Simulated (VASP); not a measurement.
A run of VASP 6.6.1:

The input INCAR:

```
PREC = Accurate ; ENCUT = 520
EDIFF = 1E-6 ; ISMEAR = -1
SIGMA = 0.025 ; LREAL = F
LASPH = T ; NELM = 150
ALGO = Normal ; ISIF = 2
LWAVE = F ; LCHARG = F
ISPIN = 2 ; MAGMOM = 0 1
LORBIT = 11 ; LMAXMIX = 4
GGA = PE ; NBANDS = 20
```

Contents of KPOINTS:

```
regular mesh
0
Gamma
  5 5 6
```

The input POSCAR:

```
KNi
1.0
    3.6604778900      0.0000000000      0.0000000000
    0.0000000000      3.6604778900      0.0000000000
    0.0000000000      0.0000000000      3.4788877700
K Ni
1 1
Direct
   -0.0027010000     -0.0027880000      0.0025890000
    0.5056830000      0.5003780000      0.5263380000
```

Potentials or basis: VASP PAW PBE potentials, release 64 (K_sv, Ni).

Run with:

```bash
$ cat potpaw_PBE.64/K_sv/POTCAR potpaw_PBE.64/Ni/POTCAR > POTCAR
$ mpirun -np 1 vasp_std > vasp.out
```

Hardware: 1 thread of Oxide Virtual Turin-like Processor (shared host).

Question: Estimate the wall time of this run.

Answer: Run time: 3.9 min on 1 thread of Oxide Virtual Turin-like Processor, on a shared host, peak memory 0.21 GiB. Counts: scf iterations 16, k points 76.
